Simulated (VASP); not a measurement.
Write the native input for VASP 6.6.1 that does the following.

| Item | Value |
| --- | --- |
| Task | relaxation of cell and atoms |
| Functional | PBE |
| Dispersion | D3(BJ) |
| Potentials or basis | VASP PAW PBE potentials, release 64 (Mo_sv, S) |
| Cutoff | 600 eV |
| k mesh | 12 × 12 × 2 |
| Occupations | gaussian, width 0.02 eV |
| Spin | no spin polarisation |
| Dipole correction | no |
| Further INCAR settings | ALGO = Normal; EDIFF = 1e-07; IBRION = 2; EDIFFG = -0.005; NSW = 100; ISIF = 3 |

The structure of MoS2 lies in POSCAR:

```
MoS2
1.0
    3.1494121171      0.0000000000      0.0000000000
   -1.5747060585      2.7274709004      0.0000000000
    0.0000000000      0.0000000000     18.7539464414
Mo S
3 6
Direct
    0.6666666667      0.3333333333      0.0000000000
    0.3333333333      0.6666666667      0.6773040817
    0.3333333333      0.6666666667      0.3226959183
    0.3333333333      0.6666666667      0.0834878213
    0.6666666667      0.3333333333      0.7608217706
    0.6666666667      0.3333333333      0.4062115672
    0.3333333333      0.6666666667      0.9165121787
    0.6666666667      0.3333333333      0.5937884328
    0.6666666667      0.3333333333      0.2391782294
```

One way to write it, as run:

INCAR

```
ALGO = Normal ; EDIFF = 1E-7
EDIFFG = -0.005 ; ENCUT = 600
GGA = PE ; IBRION = 2
ISIF = 3 ; ISMEAR = 0
IVDW = 12 ; LASPH = True
LCHARG = False ; LREAL = False
LWAVE = False ; NELM = 100
NSW = 100 ; PREC = Accurate
SIGMA = 0.02
```

KPOINTS

```
k-points
0
Gamma
  12 12 2
```

Potentials or basis: VASP PAW PBE potentials, release 64 (Mo_sv, S).

Launch:

```bash
$ cat potpaw_PBE.64/Mo_sv/POTCAR potpaw_PBE.64/S/POTCAR > POTCAR
$ mpirun -np 1 vasp_std > vasp.out
```

Results of the run:

The relaxed volume is 17.85 Å³/atom and the relaxed cell is a = 3.149 Å, b = 3.149 Å, c = 18.717 Å, α = 90.00°, β = 90.00°, γ = 120.00°. The space group after relaxing (to 0.05 Å) is P-6m2 (No. 187) and the energy gained by relaxing is 0.0 meV/atom. The ionic steps are 13. The pressure after relaxing is 0.0 GPa and the largest force after relaxing is 0.004 eV/Å. The band gap on the k mesh is 0.89 eV, indirect (least direct gap 1.72 eV) and the dispersion energy per atom is -0.425 eV.

Run time: 70 min on 1 thread of Intel(R) Xeon(R) Platinum 8259CL CPU @ 2.50GHz (Skylake/Cascade Lake), on a shared host, peak memory 0.54 GiB.
